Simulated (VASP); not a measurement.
# Ca in VASP: further runs

The runs below take Ca through single point, with PBE.

Everything below comes from runs of VASP 6.6.1. Logs are shortened: lines on timing, memory, paths and dates and some standing lists are left out, and cuts for length are marked.

**1. The cell of the first run**

Symmetry: I4/mmm, No. 139, tetragonal system. The conventional cell has a = 4.525 Å, b = 4.525 Å, c = 4.390 Å, α = 90.00°, β = 90.00°, γ = 90.00°. Within 5.1 Å of Ca (site symmetry 4/mmm) lie 14 Ca at 3.88 to 4.53 Å.

**2. Single point, PBE (z stretched by -2 % at fixed volume)**

Input file INCAR:

```
ALGO = Normal ; EDIFF = 1E-6
ENCUT = 520 ; GGA = PE
ISIF = 2 ; ISMEAR = -1
LASPH = True ; LCHARG = False
LREAL = False ; LWAVE = False
NBANDS = 11 ; NELM = 100
PREC = Accurate ; SIGMA = 0.05
```

Input file KPOINTS:

```
k-points
0
Gamma
  10 10 10
```

Input file POSCAR:

```
Ca
1.0
   -2.2627416999      2.2627416999      2.1952000000
    2.2627416999     -2.2627416999      2.1952000000
    2.2627416999      2.2627416999     -2.1952000000
Ca
1
Direct
    0.0000000000      0.0000000000      0.0000000000
```

Potentials or basis: VASP PAW PBE potentials, release 64 (Ca_sv).

Started as:

```bash
> cat potpaw_PBE.64/Ca_sv/POTCAR > POTCAR
> mpirun -np 1 vasp_std > vasp.out
```

OUTCAR:

```text
EDIFF = 1E-6
   ENCUT = 520
   GGA = PE
   ISIF = 2
   ISMEAR = -1
   LASPH = True
   LREAL = False
   NELM = 100
   PREC = Accurate

 ion  position               nearest neighbor table
   1  0.000  0.000  0.000-

  LATTYP: Found a body centered tetragonal cell.
 ALAT       =     4.5254833998
 C/A-ratio  =     0.9701505037

  Lattice vectors:

 A1 = (  -2.2627416999,   2.2627416999,   2.1952000000)
 A2 = (   2.2627416999,  -2.2627416999,   2.1952000000)
 A3 = (   2.2627416999,   2.2627416999,  -2.1952000000)

Analysis of symmetry for initial positions (statically):
=====================================================================
 Subroutine PRICEL returns:
 Original cell was already a primitive cell.

 Routine SETGRP: Setting up the symmetry group for a
 body centered tetragonal supercell.

 Subroutine GETGRP returns: Found 16 space group operations
 (whereof 16 operations were pure point group operations)
 out of a pool of 16 trial point group operations.

The static configuration has the point symmetry D_4h.

Analysis of symmetry for dynamics (positions and initial velocities):
=====================================================================
 Subroutine PRICEL returns:
 Original cell was already a primitive cell.

 Routine SETGRP: Setting up the symmetry group for a
 body centered tetragonal supercell.

 Subroutine GETGRP returns: Found 16 space group operations
 (whereof 16 operations were pure point group operations)
 out of a pool of 16 trial point group operations.

The dynamic configuration has the point symmetry D_4h.

 Subroutine INISYM returns: Found 16 space group operations
 (whereof 16 operations are pure point group operations),
 and found     1 'primitive' translations

----------------------------------------------------------------------------------------

                                     Primitive cell

  volume of cell :      44.9577

  direct lattice vectors                    reciprocal lattice vectors
    -2.262741700  2.262741700  2.195200000     0.000000000  0.220970869  0.227769679
     2.262741700 -2.262741700  2.195200000     0.220970869  0.000000000  0.227769679
     2.262741700  2.262741700 -2.195200000     0.220970869  0.220970869  0.000000000

  length of vectors
     3.880580245  3.880580245  3.880580245     0.317343901  0.317343901  0.312500000

  position of ions in fractional coordinates (direct lattice)
     0.000000000  0.000000000  0.000000000

  ion indices of the primitive-cell ions
   primitive index   ion index
                 1           1

----------------------------------------------------------------------------------------

 KPOINTS: k-points

Automatic generation of k-mesh.
 Grid dimensions read from file:
 generate k-points for:   10   10   10

 Generating k-lattice:

  Cartesian coordinates                     Fractional coordinates (reciprocal lattice)
     0.000000000  0.022097087  0.022776968     0.100000000  0.000000000 -0.000000000
     0.022097087  0.000000000  0.022776968     0.000000000  0.100000000 -0.000000000
     0.022097087  0.022097087  0.000000000     0.000000000  0.000000000  0.100000000

  Length of vectors
     0.031734390  0.031734390  0.031250000

  Shift w.r.t. Gamma in fractional coordinates (k-lattice)
     0.000000000  0.000000000  0.000000000

 Subroutine IBZKPT returns following result:
 ===========================================

 Found    102 irreducible k-points:

 Following reciprocal coordinates:
            Coordinates               Weight
  0.000000  0.000000  0.000000      1.000000
  0.100000 -0.000000  0.000000      8.000000
  0.200000 -0.000000  0.000000      8.000000
  0.300000 -0.000000  0.000000      8.000000
  0.400000 -0.000000  0.000000      8.000000
  0.500000  0.000000  0.000000      4.000000
[... 16 lines left out ...]
  0.300000  0.300000  0.000000      8.000000
  0.400000  0.300000  0.000000     16.000000
 [... further k-points ...]
   k-points           NKPTS =    102   k-points in BZ     NKDIM =    102   number of bands    NBANDS=     11
   number of dos      NEDOS =    301   number of ions     NIONS =      1
   total plane-waves  NPLWV =  27000
   dimension x,y,z NGX =    30 NGY =   30 NGZ =   30
   dimension x,y,z NGXF=    60 NGYF=   60 NGZF=   60
   ions per type =               1
   NGX,Y,Z   is equivalent  to a cutoff of  12.85, 12.85, 12.85 a.u.
   NGXF,Y,Z  is equivalent  to a cutoff of  25.70, 25.70, 25.70 a.u.
 SYSTEM =  unknown system
   PREC   = accura    normal or accurate (medium, high low for compatibility)
   ISTART =      0    job   : 0-new  1-cont  2-samecut
   ICHARG =      2    charge: 1-file 2-atom 10-const
   ISPIN  =      1    spin polarized calculation?
   LNONCOLLINEAR =      F non collinear calculations
   LSORBIT =      F    spin-orbit coupling
   LASPH  =      T    aspherical Exc in radial PAW
   ENCUT  =  520.0 eV  38.22 Ry    6.18 a.u.   7.22  7.22  7.22*2*pi/ulx,y,z
   NELM   =    100;   NELMIN=  2; NELMDL= -5     # of ELM steps
   EDIFF  = 0.1E-05   stopping-criterion for ELM
   LREAL  =      F    real-space projection
[... 7 lines left out ...]
   TEBEG  =    0.0;   TEEND  =   0.0 temperature during run
   PSTRESS=    0.0 pullay stress
   NELECT =      10.0000    total number of electrons
   NUPDOWN=      -1.0000    fix difference up-down
   EMIN   =  10.00;   EMAX   =-10.00  energy-range for DOS
   EFERMI =   0.00;   METHOD = LEGACY
   ISMEAR =    -1;   SIGMA  =   0.05  broadening in eV -4-tet -1-fermi 0-gaus
   EFERMI_NEDOS =   21; number of points for ismear=-14 and -15
   IALGO  =     38    algorithm
   IMIX   =      4    mixing-type and parameters
     AMIX     =   0.40;   BMIX     =  1.00
     AMIX_MAG =   1.60;   BMIX_MAG =  1.00
  volume/ion in A,a.u.               =      44.96       303.39
  Fermi-wavevector in a.u.,A,eV,Ry     =   0.991913  1.874443 13.386649  0.983891
  Thomas-Fermi vector in A             =   2.123688
   LORBIT       =      0    0 simple, 1 ext, 2 COOP (PROOUT), +10 PAW based schemes
   GGA     = PE    functional components
   LHFCALC =     F    Hartree Fock is set to
   AEXX    =    0.0000 exact exchange contribution
   IVDW    =     0    specifies the selected vdW correction
   LEPSILON=     F    determine dielectric tensor
   LRPA    =     F    only Hartree local field effects (RPA)
 non-spin polarized calculation
  energy-cutoff  :      520.00
  volume of cell :       44.96
 maximum number of plane-waves:      1232
 NGX is ok and might be reduce to    30
   NGX = 15   NGY = 15   NGZ = 15

 number of electron      10.0000001 magnetization

 Free energy of the ion-electron system (eV)
  ---------------------------------------------------
  ext. energy  EPLUGINS =         0.00000000
  ---------------------------------------------------
  free energy    TOTEN  =        -1.91290716 eV

  energy without entropy =       -1.90004932  energy(sigma->0) =       -1.90647824

 E-fermi :   1.7719     XC(G=0):  -7.5432

 val. band max:        1.7690351120   @ k =  -0.4000  -0.4000   0.1000
 cond. band min:       1.7774119185   @ k =  -0.4000  -0.4000   0.3000
 fundamental gap:      0.0083768064
 Fermi energy:         1.7719489789

 k-point     1 :       0.0000    0.0000    0.0000
  band No.  band energies     occupation
      1     -40.4566      2.00000
      2     -21.3811      2.00000
      3     -21.3768      2.00000
      4     -21.3768      2.00000
      5      -2.1920      2.00000
      6       3.8777      0.00000
      7       4.0075      0.00000
      8       4.0075      0.00000
      9       4.8639      0.00000
     10       5.0261      0.00000
     11      11.5446      0.00000

 k-point     2 :       0.1000   -0.0000    0.0000
  band No.  band energies     occupation
      1     -40.4555      2.00000
      2     -21.3902      2.00000
      3     -21.3805      2.00000
      4     -21.3785      2.00000
      5      -2.0189      2.00000
      6       3.8229      0.00000
      7       3.9319      0.00000
      8       4.0822      0.00000
      9       4.8309      0.00000
     10       4.9588      0.00000
     11      11.3803      0.00000

 k-point     3 :       0.2000   -0.0000    0.0000
  band No.  band energies     occupation
      1     -40.4528      2.00000
      2     -21.4178      2.00000
      3     -21.3902      2.00000
      4     -21.3790      2.00000
      5      -1.5153      2.00000
      6       3.5785      0.00000
      7       3.5787      0.00000
      8       4.4352      0.00000
      9       4.7891      0.00000
     10       4.9580      0.00000
     11      10.0711      0.00000

 k-point     4 :       0.3000   -0.0000    0.0000
  band No.  band energies     occupation
      1     -40.4493      2.00000
      2     -21.4518      2.00000
      3     -21.4021      2.00000
      4     -21.3793      2.00000
      5      -0.7336      2.00000
      6       2.9771      0.00000
      7       3.2989      0.00000
      8       4.8603      0.00000
      9       4.9858      0.00000
     10       5.0452      0.00000
     11       8.4074      0.00000
[... 239 lines left out ...]
 k-point    22 :      -0.2000    0.2000    0.0000
  band No.  band energies     occupation
      1     -40.4529      2.00000
      2     -21.4156      2.00000
      3     -21.3935      2.00000
      4     -21.3761      2.00000
      5      -1.5360      2.00000
      6       3.4881      0.00000
      7       3.6871      0.00000
      8       4.4897      0.00000
      9       4.6611      0.00000
     10       5.0233      0.00000
     11       9.8153      0.00000

 k-point    23 :       0.3000    0.3000    0.0000
  band No.  band energies     occupation
      1     -40.4444      2.00000
      2     -21.4660      2.00000
      3     -21.4412      2.00000
      4     -21.3926      2.00000
      5       1.5297      1.98437
      6       2.0583      0.00649
      7       2.4062      0.00001
      8       4.9272      0.00000
      9       5.1754      0.00000
     10       6.0565      0.00000
     11       6.4543      0.00000

 k-point    24 :       0.4000    0.3000    0.0000
  band No.  band energies     occupation
      1     -40.4445      2.00000
      2     -21.4638      2.00000
      3     -21.4435      2.00000
      4     -21.3913      2.00000
      5       1.4533      1.99659
      6       2.0895      0.00348
      7       2.4350      0.00000
      8       4.9749      0.00000
      9       5.0514      0.00000
     10       6.1007      0.00000
     11       6.4723      0.00000

 [... further k-points ...]

------------------------ aborting loop because EDIFF is reached ----------------------------------------

  FORCE on cell =-STRESS in cart. coord.  units (eV):
  Direction    XX          YY          ZZ          XY          YZ          ZX
  --------------------------------------------------------------------------------------
  -------------------------------------------------------------------------------------
  Total       -0.2678540     -0.2678540     -0.2736295      0.0000000      0.0000000      0.0000000
  in kB       -9.5456301     -9.5456301     -9.7514558      0.0000000      0.0000000      0.0000000
  external PRESSURE =      -9.6142387 kB  Pullay stress =       0.0000000 kB

 VOLUME and BASIS-vectors are now :
 -----------------------------------------------------------------------------
  energy-cutoff  :      520.00
  volume of cell :       44.96
      direct lattice vectors                 reciprocal lattice vectors
    -2.262741700  2.262741700  2.195200000     0.000000000  0.220970869  0.227769679
     2.262741700 -2.262741700  2.195200000     0.220970869  0.000000000  0.227769679
     2.262741700  2.262741700 -2.195200000     0.220970869  0.220970869  0.000000000

 POSITION                                       TOTAL-FORCE (eV/Angst)
 -----------------------------------------------------------------------------------
      0.00000      0.00000      0.00000         0.000000      0.000000     -0.000000
 -----------------------------------------------------------------------------------
    total drift:                               -0.000000     -0.000000      0.000000

  FREE ENERGIE OF THE ION-ELECTRON SYSTEM (eV)
  ---------------------------------------------------
  free  energy   TOTEN  =        -1.9129071562 eV

  energy  without entropy=       -1.9000493210  energy(sigma->0) =       -1.90647824
```

Run time: 28 s. Hardware: 1 thread of Intel Xeon Platinum 8375C at 2.90GHz (Ice Lake), shared host; peak memory 0.19 GiB.

What came out:

| Quantity | Value |
| --- | --- |
| Free energy | -1.9129 eV |
| Pressure | -1.0 GPa |
| Band gap on the k mesh | zero (bands 5 and 6 overlap by 0.31 eV) |

**3. Single point, PBE (equal xy, yz and zx shear strains of -1 %)**

Input file INCAR:

```
SYSTEM = Ca
ALGO = Normal
EDIFF = 1E-6
ENCUT = 520
GGA = PE
ISIF = 2
ISMEAR = -1
LASPH = .TRUE.
LCHARG = .TRUE.
LELF = .TRUE.
LREAL = .FALSE.
LVHAR = .TRUE.
LWAVE = .FALSE.
NBANDS = 11
NELM = 60
PREC = Accurate
SIGMA = 0.05
```

Input file KPOINTS:

```
k-points
0
G
  10 10 10
  0 0 0
```

Input file POSCAR:

```
Ca
1.0
   -2.2624000000      2.2400000000      2.2400000000
    2.2400000000     -2.2624000000      2.2400000000
    2.2400000000      2.2400000000     -2.2624000000
Ca
1
Direct
    0.0000000000      0.0000000000      0.0000000000
```

Potentials or basis: VASP PAW PBE potentials, release 64 (Ca_sv).

Started as:

```bash
> cat potpaw_PBE.64/Ca_sv/POTCAR > POTCAR
> mpirun -np 1 vasp_std > vasp.out
```

OUTCAR:

```text
SYSTEM = Ca
   EDIFF = 1E-6
   ENCUT = 520
   GGA = PE
   ISIF = 2
   ISMEAR = -1
   LASPH = .TRUE.
   LREAL = .FALSE.
   NELM = 60
   PREC = Accurate

 ion  position               nearest neighbor table
   1  0.000  0.000  0.000-

  LATTYP: Found a trigonal (rhomboedric) cell.
 ALAT       =     3.8927694203
 COS(alpha) =    -0.3377371610

  Lattice vectors:

 A1 = (  -2.2624000000,   2.2400000000,   2.2400000000)
 A2 = (   2.2400000000,  -2.2624000000,   2.2400000000)
 A3 = (   2.2400000000,   2.2400000000,  -2.2624000000)

Analysis of symmetry for initial positions (statically):
=====================================================================
 Subroutine PRICEL returns:
 Original cell was already a primitive cell.

 Routine SETGRP: Setting up the symmetry group for a
 trigonal (rhombohedral) supercell.

 Subroutine GETGRP returns: Found 12 space group operations
 (whereof 12 operations were pure point group operations)
 out of a pool of 12 trial point group operations.

The static configuration has the point symmetry D_3d.

Analysis of symmetry for dynamics (positions and initial velocities):
=====================================================================
 Subroutine PRICEL returns:
 Original cell was already a primitive cell.

 Routine SETGRP: Setting up the symmetry group for a
 trigonal (rhombohedral) supercell.

 Subroutine GETGRP returns: Found 12 space group operations
 (whereof 12 operations were pure point group operations)
 out of a pool of 12 trial point group operations.

The dynamic configuration has the point symmetry D_3d.

 Subroutine INISYM returns: Found 12 space group operations
 (whereof 12 operations are pure point group operations),
 and found     1 'primitive' translations

----------------------------------------------------------------------------------------

                                     Primitive cell

  volume of cell :      44.9543

[... 111 lines left out ...]
   GGA     = PE    functional components
   LHFCALC =     F    Hartree Fock is set to
   AEXX    =    0.0000 exact exchange contribution
   IVDW    =     0    specifies the selected vdW correction
   LEPSILON=     F    determine dielectric tensor
   LRPA    =     F    only Hartree local field effects (RPA)
 non-spin polarized calculation
  energy-cutoff  :      520.00
  volume of cell :       44.95
 maximum number of plane-waves:      1240
 NGX is ok and might be reduce to    30
   NGX = 15   NGY = 15   NGZ = 15

 number of electron      10.0000001 magnetization

 Free energy of the ion-electron system (eV)
  ---------------------------------------------------
  ext. energy  EPLUGINS =         0.00000000
  ---------------------------------------------------
  free energy    TOTEN  =        -1.91223303 eV

  energy without entropy =       -1.89912551  energy(sigma->0) =       -1.90567927

 E-fermi :   1.7720     XC(G=0):  -7.5435

 val. band max:        1.7663116021   @ k =   0.5000   0.5000   0.3000
 cond. band min:       1.7809656852   @ k =   0.4000   0.2000  -0.0000
 fundamental gap:      0.0146540831
 Fermi energy:         1.7720246276

 k-point     1 :       0.0000    0.0000    0.0000
  band No.  band energies     occupation
      1     -40.4566      2.00000
      2     -21.3786      2.00000
      3     -21.3779      2.00000
      4     -21.3779      2.00000
      5      -2.1918      2.00000
      6       3.9045      0.00000
      7       3.9887      0.00000
      8       3.9887      0.00000
      9       4.9507      0.00000
     10       4.9507      0.00000
     11      11.5400      0.00000
[... 309 lines left out ...]
 k-point    24 :       0.4000    0.3000    0.0000
  band No.  band energies     occupation
      1     -40.4443      2.00000
      2     -21.4631      2.00000
      3     -21.4448      2.00000
      4     -21.3918      2.00000
      5       1.4688      1.99537
      6       2.0977      0.00296
      7       2.4359      0.00000
      8       4.9449      0.00000
      9       5.0921      0.00000
     10       6.0898      0.00000
     11       6.4689      0.00000

 [... further k-points ...]

------------------------ aborting loop because EDIFF is reached ----------------------------------------

  FORCE on cell =-STRESS in cart. coord.  units (eV):
  Direction    XX          YY          ZZ          XY          YZ          ZX
  --------------------------------------------------------------------------------------
  -------------------------------------------------------------------------------------
  Total       -0.2686318     -0.2686318     -0.2686318      0.0387612      0.0387612      0.0387612
  in kB       -9.5740693     -9.5740693     -9.5740693      1.3814549      1.3814549      1.3814549
  external PRESSURE =      -9.5740693 kB  Pullay stress =       0.0000000 kB

 VOLUME and BASIS-vectors are now :
 -----------------------------------------------------------------------------
  energy-cutoff  :      520.00
  volume of cell :       44.95
      direct lattice vectors                 reciprocal lattice vectors
    -2.262400000  2.240000000  2.240000000     0.002243472  0.224347239  0.224347239
     2.240000000 -2.262400000  2.240000000     0.224347239  0.002243472  0.224347239
     2.240000000  2.240000000 -2.262400000     0.224347239  0.224347239  0.002243472

 POSITION                                       TOTAL-FORCE (eV/Angst)
 -----------------------------------------------------------------------------------
      0.00000      0.00000      0.00000        -0.000000      0.000000     -0.000000
 -----------------------------------------------------------------------------------
    total drift:                               -0.000000     -0.000000      0.000000

  FREE ENERGIE OF THE ION-ELECTRON SYSTEM (eV)
  ---------------------------------------------------
  free  energy   TOTEN  =        -1.9122330333 eV

  energy  without entropy=       -1.8991255108  energy(sigma->0) =       -1.90567927
```

OSZICAR:

```text
N       E                     dE             d eps       ncg     rms          rms(c)
DAV:   1     0.668328472150E+02    0.66833E+02   -0.49694E+03  2552   0.815E+02
DAV:   2    -0.407261867213E+00   -0.67240E+02   -0.66659E+02  2780   0.209E+02
DAV:   3    -0.184626808343E+01   -0.14390E+01   -0.14210E+01  3819   0.299E+01
DAV:   4    -0.191529706401E+01   -0.69029E-01   -0.68768E-01  3315   0.509E+00
DAV:   5    -0.191672885504E+01   -0.14318E-02   -0.14316E-02  3581   0.621E-01    0.225E+00
DAV:   6    -0.191264134542E+01    0.40875E-02   -0.10677E-02  3148   0.112E+00    0.138E+00
DAV:   7    -0.191260576484E+01    0.35581E-04   -0.16867E-02  2808   0.149E+00    0.982E-02
DAV:   8    -0.191221063619E+01    0.39513E-03   -0.17339E-03  3033   0.403E-01    0.213E-02
DAV:   9    -0.191223151528E+01   -0.20879E-04   -0.97845E-05  3349   0.810E-02    0.797E-03
DAV:  10    -0.191223381996E+01   -0.23047E-05   -0.80017E-06  3833   0.222E-02    0.875E-04
DAV:  11    -0.191223303330E+01    0.78666E-06   -0.25069E-07  1930   0.469E-03
   1 F= -.19122330E+01 E0= -.19056793E+01  d E =-.131075E-01
```

Run time: 34 s. Hardware: 1 thread of Intel Xeon Platinum 8375C at 2.90GHz (Ice Lake), shared host; peak memory 0.2 GiB.

Results:

| Item | Value |
| --- | --- |
| Free energy | -1.9122 eV |
| Pressure | -1.0 GPa |
| Band gap on the k mesh | zero (bands 5 and 6 overlap by 0.29 eV) |

Stress tensor (GPa, compression positive):
```
-0.96  0.14  0.14
 0.14 -0.96  0.14
 0.14  0.14 -0.96
```

Caveat: the cell differs from its parent crystal (equal xy, yz and zx shear strains of -1 %).
